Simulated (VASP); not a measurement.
A run of VASP 6.6.1:

File INCAR:

```
PREC     = Accurate       # precision mode
ENCUT    = 600            # plane-wave cutoff, eV
EDIFF    = 1E-6           # SCF threshold, eV
ISMEAR   = -1             # smearing method
SIGMA    = 0.02           # smearing width, eV
LREAL    = False          # projectors in reciprocal space
LASPH    = True           # aspherical terms in the spheres
NELM     = 60             # most SCF steps
ALGO     = Normal         # electronic algorithm
ISIF     = 3              # what is computed and relaxed
LWAVE    = False          # write WAVECAR
LCHARG   = False          # write CHGCAR
GGA      = PS             # functional
IBRION   = 2              # ionic algorithm
NSW      = 80             # ionic steps
EDIFFG   = -0.005         # ionic threshold
```

The input KPOINTS:

```
Automatic mesh
0
Gamma
  8 8 8
```

The input POSCAR:

```
NaF
1.0
    0.0000000000      2.5770889018      2.5770889018
    2.5770889018      0.0000000000      2.5770889018
    2.5770889018      2.5770889018      0.0000000000
Na F
1 1
Direct
    0.0000000000      0.0000000000      0.0000000000
    0.2500000000      0.2500000000      0.2500000000
```

Potentials or basis: VASP PAW PBE potentials, release 64 (Na_pv, F).

Launch:

```console
$ cat potpaw_PBE.64/Na_pv/POTCAR potpaw_PBE.64/F/POTCAR > POTCAR
$ mpirun -np 1 vasp_std > vasp.out
```

Hardware: 1 thread of Intel(R) Xeon(R) 6975P-C (Granite Rapids), on a shared host.

Question: Estimate the wall time of this run.

Answer: Wall time 31 s on 1 thread of Intel(R) Xeon(R) 6975P-C (Granite Rapids) (shared host), peak memory 0.16 GiB. Counts: scf iterations 51, k points 29, ion steps 7.
